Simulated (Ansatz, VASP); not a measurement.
**Mn: VASP beside Ansatz**

```xyz
2
Lattice="2.4290 0.0000 0.0000 -1.2145 2.1036 0.0000 0.0000 0.0000 3.9338" Properties=species:S:1:pos:R:3 pbc="T T T"
Mn    0.0000    1.4024    0.9834
Mn    1.2145    0.7012    2.9503
```

Alike in both runs: task single point; functional RPBE; k mesh 16 × 16 × 9; occupations fermi-dirac, width 0.05 eV; collinear spin.

```csv
,VASP,Ansatz
version,VASP 6.6.1,Ansatz 0.2.0
potentials or method,"VASP PAW PBE potentials, release 64 (Mn_pv), cutoff 520 eV","plane waves (420 eV) with PAW, scalar-relativistic"
valence electrons in the cell,26,30
```

|  | VASP | Ansatz | Ansatz less VASP |
| --- | --- | --- | --- |
| pressure (GPa) | 26.6 | 26.5 | -0.06 |
| traceless stress, the component that is largest in VASP (GPa) | -0.30 | -0.22 | +0.084 |
| net moment per atom (μB) | 0.00 | 0.00 | 0.000 |

VASP's potentials were made for PBE, not for RPBE. VASP's potentials hold 26 valence electrons a cell and Ansatz's 30, so a difference there can come from the potentials and not from the codes. Ansatz's warnings: seeded moment not kept.
